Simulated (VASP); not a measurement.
Runs of VASP 6.6.1 on SiSn4. The structure is that of space group R-3m (No. 166), or close to it. The cells are those of the table. 

```csv
task,cell,k mesh,cutoff (eV),gap on the mesh (eV),pressure (GPa),relaxed volume (Å³/atom)
relaxation of cell and atoms,"relaxed from a = 6.459 Å, angles 56.9°, 5 atoms",6 × 6 × 6,600,none,0.0,34.11
single point,"a = 6.459 Å, angles 56.9°, 5 atoms",3 × 3 × 3,520,none,-0.3,-
single point,"a = 5.378 Å, angles 81.5°, 5 atoms",3 × 3 × 3,520,none,7.3,-
single point,"a = 6.212 Å, angles 60.3°, 5 atoms",6 × 6 × 6,520,none,0.0,-
relaxation of cell and atoms,"relaxed from a = 5.378 Å, angles 81.5°, 5 atoms",3 × 3 × 3,600,none,0.0,(a)
```

Alike in all rows: level PBE; potentials or basis VASP PAW PBE potentials, release 64 (Si, Sn_d); no spin polarisation; smearing gaussian 0.1 eV.

Task: Fill in the values left out.

Result: (a) 35.02.

Caveats: some runs use coarse meshes; spin-orbit coupling is left out, which moves the levels of the heavy elements; the volume moved by over 15 % at a fixed basis, so the end points are rough (some runs).

A k mesh can miss the band edges, and the runs leave out spin-orbit coupling on Sn.

A gap of «none» marks levels without a gap at the run's occupations.
